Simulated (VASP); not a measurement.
# SnO2 (P4_2/mnm) in VASP: further runs, part 2 of 2

VASP 6.6.1. Earlier steps stand in the parts before.

**3. Electric field gradients, PBE (zz strain of +2 %)**

The input, INCAR:

```
PREC = Accurate
ENCUT = 520
EDIFF = 1E-8
ISMEAR = -1
SIGMA = 0.03
LREAL = False
LASPH = True
NELM = 120
ALGO = Normal
ISIF = 2
LWAVE = False
LCHARG = False
GGA = PE
LEFG = True
NBANDS = 35
GGA_COMPAT = False
```

The input, KPOINTS:

```
regular mesh
0
Gamma
  4 4 6
```

The input, POSCAR:

```
SnO2
1.0
    4.7373500000      0.0000000000      0.0000000000
    0.0000000000      4.7373500000      0.0000000000
    0.0000000000      0.0000000000      3.2501280000
Sn O
2 4
Direct
    0.0000000000      0.0000000000      0.0000000000
    0.5000000000      0.5000000000      0.5000000000
    0.3056200000      0.3056200000      0.0000000000
    0.1943800000      0.8056200000      0.5000000000
    0.6943800000      0.6943800000      0.0000000000
    0.8056200000      0.1943800000      0.5000000000
```

Potentials or basis: VASP PAW PBE potentials, release 64 (Sn_d, O).

Command:

```
cat potpaw_PBE.64/Sn_d/POTCAR potpaw_PBE.64/O/POTCAR > POTCAR
mpirun -np 1 vasp_std > vasp.out
```

OUTCAR:

```text
PREC = Accurate
   ENCUT = 520
   EDIFF = 1E-8
   ISMEAR = -1
   LREAL = False
   LASPH = True
   NELM = 120
   ISIF = 2
   GGA = PE

 ion  position               nearest neighbor table
   1  0.000  0.000  0.000-   3 2.05   5 2.05   4 2.08   6 2.08   4 2.08   6 2.08   2 3.72   2 3.72
                             2 3.72   2 3.72   2 3.72   2 3.72   2 3.72   2 3.72
   2  0.500  0.500  0.500-   4 2.05   6 2.05   5 2.08   3 2.08   3 2.08   5 2.08   1 3.72   1 3.72
                             1 3.72   1 3.72   1 3.72   1 3.72   1 3.72   1 3.72
   3  0.306  0.306  0.000-   1 2.05   2 2.08   2 2.08
   4  0.194  0.806  0.500-   2 2.05   1 2.08   1 2.08
   5  0.694  0.694  0.000-   1 2.05   2 2.08   2 2.08
   6  0.806  0.194  0.500-   2 2.05   1 2.08   1 2.08

  LATTYP: Found a simple tetragonal cell.
 ALAT       =     4.7373500000
 C/A-ratio  =     0.6860645720

  Lattice vectors:

 A1 = (   4.7373500000,   0.0000000000,   0.0000000000)
 A2 = (   0.0000000000,   4.7373500000,   0.0000000000)
 A3 = (   0.0000000000,   0.0000000000,   3.2501280000)

Analysis of symmetry for initial positions (statically):
=====================================================================
 Subroutine PRICEL returns:
 Original cell was already a primitive cell.

 Routine SETGRP: Setting up the symmetry group for a
 simple tetragonal supercell.

 Subroutine GETGRP returns: Found 16 space group operations
 (whereof  8 operations were pure point group operations)
 out of a pool of 16 trial point group operations.

The static configuration has the point symmetry D_2h.
 The point group associated with its full space group is D_4h.

Analysis of symmetry for dynamics (positions and initial velocities):
=====================================================================
 Subroutine PRICEL returns:
 Original cell was already a primitive cell.

 Routine SETGRP: Setting up the symmetry group for a
 simple tetragonal supercell.

 Subroutine GETGRP returns: Found 16 space group operations
 (whereof  8 operations were pure point group operations)
 out of a pool of 16 trial point group operations.

The dynamic configuration has the point symmetry D_2h.
 The point group associated with its full space group is D_4h.

 Subroutine INISYM returns: Found 16 space group operations
 (whereof  8 operations are pure point group operations),
 and found     1 'primitive' translations

----------------------------------------------------------------------------------------

                                     Primitive cell

  volume of cell :      72.9409

  direct lattice vectors                    reciprocal lattice vectors
     4.737350000  0.000000000  0.000000000     0.211088478  0.000000000  0.000000000
     0.000000000  4.737350000  0.000000000     0.000000000  0.211088478  0.000000000
     0.000000000  0.000000000  3.250128000     0.000000000  0.000000000  0.307680190

  length of vectors
     4.737350000  4.737350000  3.250128000     0.211088478  0.211088478  0.307680190

  position of ions in fractional coordinates (direct lattice)
     0.000000000  0.000000000  0.000000000
     0.500000000  0.500000000  0.500000000
     0.305620000  0.305620000  0.000000000
     0.194380000  0.805620000  0.500000000
     0.694380000  0.694380000  0.000000000
[... 107 lines left out ...]
   LHFCALC =     F    Hartree Fock is set to
   AEXX    =    0.0000 exact exchange contribution
   IVDW    =     0    specifies the selected vdW correction
   LEPSILON=     F    determine dielectric tensor
   LRPA    =     F    only Hartree local field effects (RPA)
 non-spin polarized calculation
  energy-cutoff  :      520.00
  volume of cell :       72.94
 maximum number of plane-waves:      2016
 NGX is ok and might be reduce to    36
   NGX = 17   NGY = 17   NGZ = 13

 number of electron      51.9999996 magnetization

 Free energy of the ion-electron system (eV)
  ---------------------------------------------------
  ext. energy  EPLUGINS =         0.00000000
  ---------------------------------------------------
  free energy    TOTEN  =       -37.24359568 eV

  energy without entropy =      -37.24359568  energy(sigma->0) =      -37.24359568

 E-fermi :   6.4026     XC(G=0): -11.1661

 val. band max:        5.9266256011   @ k =   0.0000   0.0000   0.0000
 cond. band min:       6.8787668426   @ k =   0.0000   0.0000   0.0000
 fundamental gap:      0.9521412416
 Fermi energy:         6.4025943987

 k-point     1 :       0.0000    0.0000    0.0000
  band No.  band energies     occupation
      1     -15.1469      2.00000
      2     -14.3603      2.00000
      3     -14.1830      2.00000
      4     -14.1548      2.00000
      5     -14.1548      2.00000
      6     -14.1227      2.00000
[... 901 lines left out ...]
     34      16.8761      0.00000
     35      19.0756      0.00000

------------------------ aborting loop because EDIFF is reached ----------------------------------------

  FORCE on cell =-STRESS in cart. coord.  units (eV):
  Direction    XX          YY          ZZ          XY          YZ          ZX
  --------------------------------------------------------------------------------------
  -------------------------------------------------------------------------------------
  Total        3.3341006      3.3341006      2.0112841     -0.0000000      0.0000000      0.0000000
  in kB       73.2348632     73.2348632     44.1786656     -0.0000000      0.0000000      0.0000000
  external PRESSURE =      63.5494640 kB  Pullay stress =       0.0000000 kB

 VOLUME and BASIS-vectors are now :
 -----------------------------------------------------------------------------
  energy-cutoff  :      520.00
  volume of cell :       72.94
      direct lattice vectors                 reciprocal lattice vectors
     4.737350000  0.000000000  0.000000000     0.211088478  0.000000000  0.000000000
     0.000000000  4.737350000  0.000000000     0.000000000  0.211088478  0.000000000
     0.000000000  0.000000000  3.250128000     0.000000000  0.000000000  0.307680190

 POSITION                                       TOTAL-FORCE (eV/Angst)
 -----------------------------------------------------------------------------------
      0.00000      0.00000      0.00000         0.000000      0.000000      0.000000
      2.36868      2.36868      1.62506         0.000000      0.000000      0.000000
      1.44783      1.44783      0.00000         0.066333      0.066333     -0.000000
      0.92085      3.81650      1.62506        -0.066333      0.066333      0.000000
      3.28952      3.28952      0.00000        -0.066333     -0.066333      0.000000
      3.81650      0.92085      1.62506         0.066333     -0.066333      0.000000
 -----------------------------------------------------------------------------------
    total drift:                                0.000000      0.000000      0.000000

  FREE ENERGIE OF THE ION-ELECTRON SYSTEM (eV)
  ---------------------------------------------------
  free  energy   TOTEN  =       -37.2435956808 eV

  energy  without entropy=      -37.2435956781  energy(sigma->0) =      -37.24359568

 Electric field gradients (V/A^2)
---------------------------------------------------------------------
 ion       V_xx      V_yy      V_zz      V_xy      V_xz      V_yz
---------------------------------------------------------------------
   1      18.280    18.280   -36.559   -52.365    -0.000    -0.000
   2      18.280    18.280   -36.559    52.365    -0.000     0.000
   3     -23.790   -23.790    47.580    85.063     0.000     0.000
   4     -23.790   -23.790    47.580   -85.063    -0.000    -0.000
   5     -23.790   -23.790    47.580    85.063    -0.000    -0.000
   6     -23.790   -23.790    47.580   -85.063     0.000     0.000
---------------------------------------------------------------------

 Electric field gradients after diagonalization (V/A^2)
 (convention: |V_zz| > |V_xx| > |V_yy|)
----------------------------------------------------------------------
 ion       V_xx      V_yy      V_zz     asymmetry (V_yy - V_xx)/ V_zz
----------------------------------------------------------------------
   1     -36.559   -34.086    70.645       0.035
   2     -36.559   -34.086    70.645       0.035
   3      61.273    47.580  -108.853       0.126
   4      61.273    47.580  -108.853       0.126
   5      61.273    47.580  -108.853       0.126
   6      61.273    47.580  -108.853       0.126
----------------------------------------------------------------------

           NMR quadrupolar parameters

 Cq : quadrupolar parameter    Cq=e*Q*V_zz/h
 eta: asymmetry parameters     (V_yy - V_xx)/ V_zz
 Q  : nuclear electric quadrupole moment in mb (millibarn)
----------------------------------------------------------------------
 ion       Cq(MHz)       eta       Q (mb)
----------------------------------------------------------------------
   1       0.171       0.035       1.000
   2       0.171       0.035       1.000
   3      -0.263       0.126       1.000
   4      -0.263       0.126       1.000
   5      -0.263       0.126       1.000
   6      -0.263       0.126       1.000
----------------------------------------------------------------------
```

OSZICAR:

```text
N       E                     dE             d eps       ncg     rms          rms(c)
DAV:   1     0.654835896428E+03    0.65484E+03   -0.25426E+04  1821   0.234E+03
DAV:   2     0.583228914546E+02   -0.59651E+03   -0.56292E+03  1832   0.612E+02
DAV:   3    -0.384973590786E+02   -0.96820E+02   -0.95271E+02  1841   0.209E+02
DAV:   4    -0.433358022298E+02   -0.48384E+01   -0.48060E+01  2127   0.505E+01
DAV:   5    -0.434629310161E+02   -0.12713E+00   -0.12695E+00  2025   0.855E+00    0.159E+01
DAV:   6    -0.371640845874E+02    0.62988E+01   -0.17610E+01  2625   0.638E+01    0.615E+00
DAV:   7    -0.372737931793E+02   -0.10971E+00   -0.20058E+00  1942   0.787E+00    0.321E+00
DAV:   8    -0.372502056183E+02    0.23588E-01   -0.17232E-01  2450   0.406E+00    0.738E-01
DAV:   9    -0.372427816027E+02    0.74240E-02   -0.34676E-02  2718   0.292E+00    0.130E-01
DAV:  10    -0.372434914248E+02   -0.70982E-03   -0.38999E-03  2129   0.494E-01    0.515E-02
DAV:  11    -0.372435975289E+02   -0.10610E-03   -0.18967E-04  2298   0.101E-01    0.152E-02
DAV:  12    -0.372435974767E+02    0.52174E-07   -0.11190E-05  2354   0.234E-02    0.940E-03
DAV:  13    -0.372435954971E+02    0.19796E-05   -0.52971E-06  2374   0.373E-02    0.176E-03
DAV:  14    -0.372435955814E+02   -0.84353E-07   -0.55052E-07  2128   0.523E-03    0.128E-03
DAV:  15    -0.372435956382E+02   -0.56781E-07   -0.22272E-08  1746   0.186E-03    0.295E-04
DAV:  16    -0.372435956618E+02   -0.23534E-07   -0.87241E-09  1150   0.698E-04    0.124E-04
DAV:  17    -0.372435956763E+02   -0.14559E-07   -0.21227E-09  1036   0.551E-04    0.214E-05
DAV:  18    -0.372435956808E+02   -0.44629E-08   -0.86080E-10   990   0.307E-04
   1 F= -.37243596E+02 E0= -.37243596E+02  d E =-.270802E-08
```

stdout:

```text
POSCAR found type information on POSCAR SnO
 POSCAR found :  2 types and       6 ions
 scaLAPACK will be used
 LDA part: xc-table for (Slater+PW92), standard interpolation
 POSCAR, INCAR and KPOINTS ok, starting setup
 FFT: planning ... GRIDC
 FFT: planning ... GRID_SOFT
 FFT: planning ... GRID
 WAVECAR not read
 entering main loop
ion   1

ion   2

ion   3

ion   4

ion   5

ion   6
```

Wall time 55 s (1 thread of Intel Xeon Platinum 8375C at 2.90GHz (Ice Lake), shared host); peak memory 0.19 GiB.

What came out:

| Quantity | Value |
| --- | --- |
| Free energy | -37.2436 eV |
| Pressure | 6.4 GPa |
| Largest force | 0.094 eV/Å |
| Band gap on the k mesh | 0.95 eV |
| Largest electric field gradient by atom | Sn +70.6; O -108.9 V/Å² |

Forces in eV/Å, atoms in the order of the input:
```
Sn   0.000  0.000  0.000
Sn   0.000  0.000  0.000
O    0.066  0.066  0.000
O   -0.066  0.066  0.000
O   -0.066 -0.066  0.000
O    0.066 -0.066  0.000
```

Electric field gradients, principal values (V/Å²):
| atom | least | middle | greatest (by size) |
| --- | --- | --- | --- |
| 1 Sn | -34.086 | -36.559 | 70.645 |
| 2 Sn | -34.086 | -36.559 | 70.645 |
| 3 O | 47.580 | 61.273 | -108.853 |
| 4 O | 47.580 | 61.273 | -108.853 |
| 5 O | 47.580 | 61.273 | -108.853 |
| 6 O | 47.580 | 61.273 | -108.853 |

Caveat: the cell differs from its parent crystal (zz strain of +2 %); the cell stands under pressure; without QUAD_EFG the Cq values of the log hold for a quadrupole moment of 1 mb, not for the nuclei; spin-orbit coupling is left out, which moves the levels of the heavy elements.

**4. Electric field gradients, PBE (zz strain of +2 %)**

The input, INCAR:

```
SYSTEM = SnO2
ALGO = Normal
EDIFF = 1E-8
ENCUT = 520
GGA = PE
GGA_COMPAT = .False.
ISIF = 2
ISMEAR = -1
LASPH = .True.
LCHARG = .False.
LEFG = .True.
LREAL = .False.
LWAVE = .False.
NBANDS = 35
NELM = 120
PREC = Accurate
SIGMA = 0.03
```

The input, KPOINTS:

```
k-points
0
Gamma
  4 4 6
  0 0 0
```

POSCAR is that of step 3.

Potentials or basis: VASP PAW PBE potentials, release 64 (Sn_d, O).

Command:

```
cat potpaw_PBE.64/Sn_d/POTCAR potpaw_PBE.64/O/POTCAR > POTCAR
mpirun -np 1 vasp_std > vasp.out
```

OUTCAR:

```text
SYSTEM = SnO2
   EDIFF = 1E-8
   ENCUT = 520
   GGA = PE
   ISIF = 2
   ISMEAR = -1
   LASPH = .True.
   LREAL = .False.
   NELM = 120
   PREC = Accurate

 ion  position               nearest neighbor table
   1  0.000  0.000  0.000-   3 2.05   5 2.05   4 2.08   6 2.08   4 2.08   6 2.08   2 3.72   2 3.72
                             2 3.72   2 3.72   2 3.72   2 3.72   2 3.72   2 3.72
   2  0.500  0.500  0.500-   4 2.05   6 2.05   5 2.08   3 2.08   3 2.08   5 2.08   1 3.72   1 3.72
                             1 3.72   1 3.72   1 3.72   1 3.72   1 3.72   1 3.72
   3  0.306  0.306  0.000-   1 2.05   2 2.08   2 2.08
   4  0.194  0.806  0.500-   2 2.05   1 2.08   1 2.08
   5  0.694  0.694  0.000-   1 2.05   2 2.08   2 2.08
   6  0.806  0.194  0.500-   2 2.05   1 2.08   1 2.08

  LATTYP: Found a simple tetragonal cell.
 ALAT       =     4.7373500000
 C/A-ratio  =     0.6860645720

  Lattice vectors:

 A1 = (   4.7373500000,   0.0000000000,   0.0000000000)
 A2 = (   0.0000000000,   4.7373500000,   0.0000000000)
 A3 = (   0.0000000000,   0.0000000000,   3.2501280000)

Analysis of symmetry for initial positions (statically):
[... 1128 lines left out ...]
 -----------------------------------------------------------------------------------
    total drift:                                0.000000      0.000000      0.000000

  FREE ENERGIE OF THE ION-ELECTRON SYSTEM (eV)
  ---------------------------------------------------
  free  energy   TOTEN  =       -37.2435956808 eV

  energy  without entropy=      -37.2435956781  energy(sigma->0) =      -37.24359568

 Electric field gradients (V/A^2)
---------------------------------------------------------------------
 ion       V_xx      V_yy      V_zz      V_xy      V_xz      V_yz
---------------------------------------------------------------------
   1      18.280    18.280   -36.559   -52.365    -0.000    -0.000
   2      18.280    18.280   -36.559    52.365    -0.000     0.000
   3     -23.790   -23.790    47.580    85.063     0.000     0.000
   4     -23.790   -23.790    47.580   -85.063    -0.000    -0.000
   5     -23.790   -23.790    47.580    85.063    -0.000    -0.000
   6     -23.790   -23.790    47.580   -85.063     0.000     0.000
---------------------------------------------------------------------

 Electric field gradients after diagonalization (V/A^2)
 (convention: |V_zz| > |V_xx| > |V_yy|)
----------------------------------------------------------------------
 ion       V_xx      V_yy      V_zz     asymmetry (V_yy - V_xx)/ V_zz
----------------------------------------------------------------------
   1     -36.559   -34.086    70.645       0.035
   2     -36.559   -34.086    70.645       0.035
   3      61.273    47.580  -108.853       0.126
   4      61.273    47.580  -108.853       0.126
   5      61.273    47.580  -108.853       0.126
   6      61.273    47.580  -108.853       0.126
----------------------------------------------------------------------

           NMR quadrupolar parameters

 Cq : quadrupolar parameter    Cq=e*Q*V_zz/h
 eta: asymmetry parameters     (V_yy - V_xx)/ V_zz
 Q  : nuclear electric quadrupole moment in mb (millibarn)
----------------------------------------------------------------------
 ion       Cq(MHz)       eta       Q (mb)
----------------------------------------------------------------------
   1       0.171       0.035       1.000
   2       0.171       0.035       1.000
   3      -0.263       0.126       1.000
   4      -0.263       0.126       1.000
   5      -0.263       0.126       1.000
   6      -0.263       0.126       1.000
----------------------------------------------------------------------
```

Run time: 51 s. Hardware: 1 thread of Intel Xeon Platinum 8375C at 2.90GHz (Ice Lake), shared host; peak memory 0.19 GiB.

Results:

- Free energy: -37.2436 eV
- Pressure: 6.4 GPa
- Largest force: 0.094 eV/Å
- Band gap on the k mesh: 0.95 eV
- Largest electric field gradient by atom: Sn +70.6; O -108.9 V/Å²

Forces on the atoms (eV/Å):
```
Sn   0.000  0.000  0.000
Sn   0.000  0.000  0.000
O    0.066  0.066  0.000
O   -0.066  0.066  0.000
O   -0.066 -0.066  0.000
O    0.066 -0.066  0.000
```

Electric field gradients, principal values (V/Å²):
| atom | least | middle | greatest (by size) |
| --- | --- | --- | --- |
| 1 Sn | -34.086 | -36.559 | 70.645 |
| 2 Sn | -34.086 | -36.559 | 70.645 |
| 3 O | 47.580 | 61.273 | -108.853 |
| 4 O | 47.580 | 61.273 | -108.853 |
| 5 O | 47.580 | 61.273 | -108.853 |
| 6 O | 47.580 | 61.273 | -108.853 |

Caveat: the cell differs from its parent crystal (zz strain of +2 %); the cell stands under pressure; without QUAD_EFG the Cq values of the log hold for a quadrupole moment of 1 mb, not for the nuclei; spin-orbit coupling is left out, which moves the levels of the heavy elements.
